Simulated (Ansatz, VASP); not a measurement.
# In3BiSb2: VASP beside Ansatz

```xyz
6
Lattice="4.7921 0.0000 0.0000 -2.3961 4.1501 0.0000 0.0000 0.0000 11.7296" Properties=species:S:1:pos:R:3 pbc="T T T"
Sb    0.0000    0.0000    0.0348
Sb    0.0000    2.7667    3.8851
Bi    2.3961    1.3834    7.8078
In    0.0000    2.7667    0.9779
In    2.3961    1.3834    4.8239
In    0.0000    0.0000    8.8620
```

Alike in both runs: task single point; functional PBE; k mesh 6 × 6 × 2; occupations fermi-dirac, width 0.02 eV; no spin polarisation.

```csv
,VASP,Ansatz
version,VASP 6.6.1,Ansatz 0.2.0
potentials or method,"VASP PAW PBE potentials, release 64 (Sb, Bi_d, In_d)","plane waves, PAW"
plane-wave cutoff (eV),520,420
valence electrons in the cell,64,84
```

|  | VASP | Ansatz | Ansatz less VASP |
| --- | --- | --- | --- |
| pressure (GPa) | -1.0 | -1.0 | +0.02 |
| rms of the force components (eV/Å) | 0.005 | 0.004 | 0.0000 |

Atom by atom the forces differ by 0.000 eV/Å (rms over components). VASP's potentials hold 64 valence electrons a cell and Ansatz's 84, so a difference there can come from the potentials and not from the codes.

Neither program's run includes spin-orbit coupling.
